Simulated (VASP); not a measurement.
A run of VASP 6.6.1:

File INCAR:

```
ALGO = Fast ; EDIFF = 1E-6
ENCUT = 520 ; GGA = PE
ISIF = 2 ; ISMEAR = 0
LASPH = T ; LCHARG = F
LREAL = F ; LWAVE = F
NBANDS = 21 ; NELM = 60
PREC = Accurate ; SIGMA = 0.1
```

Contents of KPOINTS:

```
k-points
0
Gamma
  14 14 14
```

File POSCAR:

```
Pb
1.0
   -3.0428822463      3.0428822463      1.6551888260
    3.0428822463     -3.0428822463      1.6551888260
    3.0428822463      3.0428822463     -1.6551888260
Pb
2
Direct
    0.7500000000      0.2500000000      0.5000000000
    0.0000000000      0.0000000000      0.0000000000
```

Potentials or basis: VASP PAW PBE potentials, release 64 (Pb_d).

The run is started by

```sh
$ cat potpaw_PBE.64/Pb_d/POTCAR > POTCAR
$ mpirun -np 1 vasp_std > vasp.out
```

Hardware: 1 thread of Intel Xeon 8259CL, with other jobs on the host.

Q: How long does it take, and how much memory?

A: Run time: 6.9 min on 1 thread of Intel Xeon 8259CL, on a shared host, peak memory 0.39 GiB. Counts: scf iterations 13, k points 244.
